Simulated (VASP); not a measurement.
A run of VASP 6.6.1 is set up as follows.

INCAR

```
ALGO = Normal
EDIFF = 1E-7
ENCUT = 520
GGA = PE
ISIF = 2
ISMEAR = 0
LASPH = True
LCHARG = False
LREAL = False
LWAVE = False
NBANDS = 11
NELM = 60
PREC = Accurate
SIGMA = 0.01
```

The input KPOINTS:

```
k-points
0
Gamma
  6 6 6
```

The input POSCAR:

```
BN
1.0
   -0.0416672041      1.8173030249      1.8173030249
    1.8173030249     -0.0416672041      1.8173030249
    1.8173030249      1.8173030249     -0.0416672041
B N
1 1
Direct
    0.0000135516      0.0000135516      0.0000135516
    0.2499864484      0.2499864484      0.2499864484
```

Potentials or basis: VASP PAW PBE potentials, release 64 (B, N).

Command:

```console
$ cat potpaw_PBE.64/B/POTCAR potpaw_PBE.64/N/POTCAR > POTCAR
$ mpirun -np 1 vasp_std > vasp.out
```

(1) Predict the pressure.

(2) Estimate the band gap on the k mesh.

(3) Estimate the largest force.

Results:

(1) -13.8 GPa.

(2) 4.32 eV, indirect (least direct gap 8.24 eV).

(3) 0.042 eV/Å.

Caveat: the k points lie up to 0.49 Å⁻¹ apart; the cell differs from its parent crystal (epitaxial 111 strain +3.0%).
